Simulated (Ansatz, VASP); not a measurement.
**SiC in VASP and in Ansatz**

INCAR

```
PREC = Accurate
ENCUT = 520
EDIFF = 1E-6
ISMEAR = 0
SIGMA = 0.05
LREAL = F
LASPH = T
NELM = 80
ALGO = Normal
ISIF = 2
LWAVE = F
LCHARG = F
GGA = PE
NBANDS = 26
```

File KPOINTS:

```
Automatic mesh
0
Gamma
  12 12 4
```

File POSCAR:

```
SiC
1.0
    3.2385000000      0.0000000000      0.0000000000
   -1.6192500000      2.8046232702      0.0000000000
    0.0000000000      0.0000000000     10.6694000000
Si C
4 4
Direct
    0.6666666667      0.3333333333      0.9378436843
    0.3333333333      0.6666666667      0.4378436843
    0.0000000000      0.0000000000      0.6878989045
    0.0000000000      0.0000000000      0.1878989045
    0.6666666667      0.3333333333      0.7498087506
    0.3333333333      0.6666666667      0.2498087506
    0.0000000000      0.0000000000      0.5004476606
    0.0000000000      0.0000000000      0.0004476606
```

Input for Ansatz:

```yaml
crystal:
  lattice:
    - [3.2385, 0.0, 0.0]
    - [-1.61925, 2.8046232702, 0.0]
    - [0.0, 0.0, 10.6694]
  atoms:
    - { symbol: Si, position: [0.6666666667, 0.3333333333, 0.9378436843] }
    - { symbol: Si, position: [0.3333333333, 0.6666666667, 0.4378436843] }
    - { symbol: Si, position: [0.0, 0.0, 0.6878989045] }
    - { symbol: Si, position: [0.0, 0.0, 0.1878989045] }
    - { symbol: C, position: [0.6666666667, 0.3333333333, 0.7498087506] }
    - { symbol: C, position: [0.3333333333, 0.6666666667, 0.2498087506] }
    - { symbol: C, position: [0.0, 0.0, 0.5004476606] }
    - { symbol: C, position: [0.0, 0.0, 0.0004476606] }
basis:
  ecutwfc: 520.0
kpoints:
  mp_grid: { grid: [12, 12, 4] }
hamiltonian:
  xc: pbe
  pseudopotentials: { kind: paw, azcp: { folder: soft_1 } }
scf:
  occupations: { method: gaussian, width: 0.05 }
output:
  forces: true
  stress: true
  eigenvalues: true
```

Alike in both runs: task single point; functional PBE; k mesh 12 × 12 × 4; occupations gaussian, width 0.05 eV; no spin polarisation.

|  | VASP | Ansatz |
| --- | --- | --- |
| version | VASP 6.6.1 | Ansatz 0.2.0 |
| potentials or method | VASP PAW PBE potentials, release 64 (Si, C), cutoff 520 eV | scalar-relativistic, plane waves, PAW |
| valence electrons in the cell | 32 | 32 |

|  | VASP | Ansatz | Ansatz less VASP |
| --- | --- | --- | --- |
| gap on the k mesh at the Fermi level (eV) | 2.14 | 2.14 | +0.001 |
| least direct gap on the mesh (eV) | 3.23 | 3.23 | +0.002 |
| pressure (GPa) | -22.9 | -22.9 | -0.03 |
| traceless stress, the component that is largest in VASP (GPa) | -1.32 | -1.32 | +0.007 |
| rms of the force components (eV/Å) | 0.012 | 0.012 | -0.0003 |

Atom by atom the forces differ by 0.000 eV/Å (rms over components).
